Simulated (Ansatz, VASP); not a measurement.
# One calculation of Se, two programs

File POSCAR:

```
Se
1.0
    4.3661999070      0.0000000000      0.0000000000
   -2.1830999535      3.7812400374      0.0000000000
    0.0000000000      0.0000000000      4.9535998944
Se
3
Direct
    0.2254000000      0.0000000000      0.8333333333
    0.0000000000      0.2254000000      0.1666666667
    0.7746000000      0.7746000000      0.5000000000
```

INCAR.step1

```
PREC     = Accurate       # precision mode
ENCUT    = 520            # plane-wave cutoff, eV
ISMEAR   = 0              # smearing method
SIGMA    = 0.05           # smearing width, eV
LREAL    = False          # projectors in reciprocal space
LASPH    = True           # aspherical terms in the spheres
NELM     = 100            # most SCF steps
NBANDS   = 16             # bands
GGA      = PE             # functional
ALGO     = Normal         # electronic algorithm
EDIFF    = 1E-4           # SCF threshold, eV
LWAVE    = True           # write WAVECAR
LCHARG   = False          # write CHGCAR
```

The input INCAR.step2:

```
PREC     = Accurate       # precision mode
ENCUT    = 520            # plane-wave cutoff, eV
EDIFF    = 1E-7           # SCF threshold, eV
ISMEAR   = 0              # smearing method
SIGMA    = 0.05           # smearing width, eV
LREAL    = False          # projectors in reciprocal space
LASPH    = True           # aspherical terms in the spheres
NELM     = 100            # most SCF steps
ALGO     = Normal         # electronic algorithm
ISIF     = 2              # what is computed and relaxed
LWAVE    = False          # write WAVECAR
LCHARG   = False          # write CHGCAR
METAGGA  = R2SCAN         # meta-GGA
LMIXTAU  = True         
NBANDS   = 16             # bands
ISTART   = 1
```

File KPOINTS:

```
regular mesh
0
Gamma
  10 10 8
```

Input for Ansatz:

```yaml
crystal:
  lattice:
    - [4.366199907, 0.0, 0.0]
    - [-2.1830999535, 3.7812400374, 0.0]
    - [0.0, 0.0, 4.9535998944]
  atoms:
    - { symbol: Se, position: [0.2254, 0.0, 0.8333333333] }
    - { symbol: Se, position: [0.0, 0.2254, 0.1666666667] }
    - { symbol: Se, position: [0.7746, 0.7746, 0.5] }
basis:
  ecutwfc: 500
  ecutrho_ratio: 4
kpoints:
  mp_grid: { grid: [10, 10, 8] }
hamiltonian:
  xc: r2scan
scf:
  occupations: { method: gaussian, width: 0.05 }
output:
  forces: true
  stress: true
  eigenvalues: true
```

Alike in both runs: task single point; functional r2SCAN; k mesh 10 × 10 × 8; occupations gaussian, width 0.05 eV; no spin polarisation.

```csv
,VASP,Ansatz
version,VASP 6.6.1,Ansatz 0.2.0
potentials or method,"VASP PAW PBE potentials, release 64 (Se), cutoff 520 eV","scalar-relativistic, plane waves, PAW"
valence electrons in the cell,18,48
```

|  | VASP | Ansatz | Ansatz less VASP |
| --- | --- | --- | --- |
| gap on the k mesh at the Fermi level (eV) | 1.35 | 1.36 | +0.010 |
| least direct gap on the mesh (eV) | 1.58 | 1.59 | +0.011 |
| pressure (GPa) | 1.3 | 1.3 | +0.03 |
| traceless stress, the component that is largest in VASP (GPa) | 0.56 | 0.57 | +0.016 |
| rms of the force components (eV/Å) | 0.032 | 0.031 | -0.0017 |

VASP's potentials were made for PBE, not for r2SCAN. Atom by atom the forces differ by 0.002 eV/Å (rms over components). VASP's potentials hold 18 valence electrons a cell and Ansatz's 48, so a difference there can come from the potentials and not from the codes.
